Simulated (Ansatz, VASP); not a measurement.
One calculation of Rh, two programs

```xyz
2
Lattice="2.7310 0.0000 0.0000 -1.3655 2.3651 0.0000 0.0000 0.0000 4.4285" Properties=species:S:1:pos:R:3 pbc="T T T"
Rh    1.0655    0.9384    3.3214
Rh    0.0000    1.5767    1.1071
```

Alike in both runs: task single point; functional PBEsol; k mesh 18 × 18 × 12; occupations gaussian, width 0.15 eV; no spin polarisation.

```csv
,VASP,Ansatz
version,VASP 6.6.1,Ansatz 0.2.0
potentials or method,"VASP PAW PBE potentials, release 64 (Rh_pv), cutoff 520 eV","scalar-relativistic, plane waves, PAW"
valence electrons in the cell,30,34
```

```tsv
	VASP	Ansatz	Ansatz less VASP
gap on the k mesh at the Fermi level (eV)	none	none	-
pressure (GPa)	-10.0	-9.9	+0.05
traceless stress, the component that is largest in VASP (GPa)	3.86	3.84	-0.023
rms of the force components (eV/Å)	0.683	0.683	-0.0001
```

VASP's potentials were made for PBE, not for PBEsol. Atom by atom the forces differ by 0.000 eV/Å (rms over components). A gap of «none» marks a metal or a gap that the smearing closes. With one functional, cell and mesh, what is left measures potentials, basis and numerics. VASP's potentials hold 30 valence electrons a cell and Ansatz's 34, so a difference there can come from the potentials and not from the codes.
